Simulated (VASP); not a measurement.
Wanted: the native input for a VASP 6.6.1 run.

* Task: single point
* Functional: PBE
* Potentials or basis: VASP PAW PBE potentials, release 64 (Er_3, Be), 4f in core
* Cutoff: 600 eV
* k mesh: 14 × 14 × 14
* Occupations: gaussian, width 0.1 eV
* Spin: no spin polarisation
* Dipole correction: no
* Further INCAR settings: ALGO = Normal; EDIFF = 1e-06; NBANDS = 12

The structure of ErBe lies in POSCAR:

```
ErBe
1.0
    3.3688699990      0.0000000000      0.0000000000
    0.0000000000      3.3688699990      0.0000000000
    0.0000000000      0.0000000000      3.3688699990
Er Be
1 1
Direct
    0.5000000000      0.5000000000      0.5000000000
    0.0000000000      0.0000000000      0.0000000000
```

The cell was generated, and may not be a known phase.

One way to write it, as run:

INCAR

```
ALGO     = Normal         # electronic algorithm
EDIFF    = 1E-6           # SCF threshold, eV
ENCUT    = 600            # plane-wave cutoff, eV
GGA      = PE             # functional
GGA_COMPAT= False        
ISIF     = 2              # what is computed and relaxed
ISMEAR   = 0              # smearing method
LASPH    = True           # aspherical terms in the spheres
LCHARG   = False          # write CHGCAR
LMAXMIX  = 6              # l up to which the mixer works
LREAL    = False          # projectors in reciprocal space
LWAVE    = False          # write WAVECAR
NBANDS   = 12             # bands
NELM     = 200            # most SCF steps
PREC     = Accurate       # precision mode
SIGMA    = 0.1            # smearing width, eV
```

KPOINTS

```
k-points
0
Gamma
  14 14 14
```

Potentials or basis: VASP PAW PBE potentials, release 64 (Er_3, Be), 4f in core.

Launch:

```bash
$ cat potpaw_PBE.64/Er_3/POTCAR potpaw_PBE.64/Be/POTCAR > POTCAR
$ mpirun -np 1 vasp_std > vasp.out
```

It gave:

* Pressure: 0.3 GPa
* Band gap on the k mesh: zero (an odd number of electrons rules out a gap without spin polarisation)

Caveat: spin-orbit coupling is left out, which moves the levels of the heavy elements; the 4f electrons are frozen in the core, so they carry no moment and show no levels.

Run time: 22 s on 1 thread of Intel(R) Xeon(R) 6975P-C (Granite Rapids), on a shared host, peak memory 0.21 GiB.
